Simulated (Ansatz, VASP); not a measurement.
SnSe2: VASP beside Ansatz

```xyz
3
Lattice="3.8110 0.0000 0.0000 -1.9055 3.3004 0.0000 0.0000 0.0000 6.3201" Properties=species:S:1:pos:R:3 pbc="T T T"
Sn    0.0000    0.0000    0.0000
Se    0.0000    2.2003    1.6081
Se    1.9055    1.1001    4.7120
```

Change from the starting cell: z stretched by +3 %, ions relaxed.

Alike in both runs: functional PBE; k mesh 13 × 13 × 7; occupations fermi-dirac, width 0.02 eV; no spin polarisation.

Ansatz relaxed the structure, and its values are those at the end. VASP's run is a single point on that final structure, the one shown.

|  | VASP | Ansatz |
| --- | --- | --- |
| version | VASP 6.6.1 | Ansatz 0.2.0 |
| potentials or method | VASP PAW PBE potentials, release 64 (Sn_d, Se) | plane-wave PAW, scalar-relativistic |
| plane-wave cutoff (eV) | 520 | 420 |
| valence electrons in the cell | 26 | 46 |

```tsv
	VASP	Ansatz	Ansatz less VASP
pressure (GPa)	2.2	2.1	-0.06
rms of the force components (eV/Å)	0.008	0.001	-0.0067
```

With one functional, cell and mesh, what is left measures potentials, basis and numerics. VASP's potentials hold 26 valence electrons a cell and Ansatz's 46, so a difference there can come from the potentials and not from the codes. Ansatz's warnings: stress scf threshold loose.
